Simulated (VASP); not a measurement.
Write the native input for VASP 6.6.1 that does the following.

* Task: single point
* Functional: PBE
* Potentials or basis: VASP PAW PBE potentials, release 64 (Be, S)
* Cutoff: 520 eV
* k mesh: 4 × 4 × 6
* Occupations: gaussian, width 0.1 eV
* Spin: no spin polarisation
* Dipole correction: no
* Further INCAR settings: ALGO = Normal; EDIFF = 1e-06; NBANDS = 26

The structure of BeS lies in POSCAR:

```
BeS
1.0
    5.9441277172      0.0000000000      0.0000000000
    0.0000000000      5.9441277172      0.0000000000
    0.0000000000      0.0000000000      3.2961401376
Be S
4 4
Direct
    0.6704356138      0.6704356138      0.5000000000
    0.1704356138      0.8295643862      0.2500000000
    0.3295643862      0.3295643862      0.0000000000
    0.8295643862      0.1704356138      0.7500000000
    0.8278189123      0.8278189123      0.0000000000
    0.3278189123      0.6721810877      0.7500000000
    0.1721810877      0.1721810877      0.5000000000
    0.6721810877      0.3278189123      0.2500000000
```

The cell was generated, and may not be a known phase.

One way to write it, as run:

INCAR

```
SYSTEM = BeS
ALGO = Normal ; EDIFF = 1E-6
ENCUT = 520 ; GGA = PE
ISIF = 2 ; ISMEAR = 0
LASPH = .True. ; LCHARG = .False.
LREAL = .False. ; LWAVE = .False.
NBANDS = 26 ; NELM = 60
PREC = Accurate ; SIGMA = 0.1
```

KPOINTS

```
k-points
0
Gamma
  4 4 6
  0 0 0
```

Potentials or basis: VASP PAW PBE potentials, release 64 (Be, S).

Run with:

```sh
$ cat potpaw_PBE.64/Be/POTCAR potpaw_PBE.64/S/POTCAR > POTCAR
$ mpirun -np 1 vasp_std > vasp.out
```

Results of the run:

The pressure is 0.0 GPa, the largest force is 0.007 eV/Å and the band gap on the k mesh is 2.43 eV (least direct gap 3.43 eV).

It took 92 s on 1 thread of Intel Xeon 8259CL (shared host), peak memory 0.25 GiB.
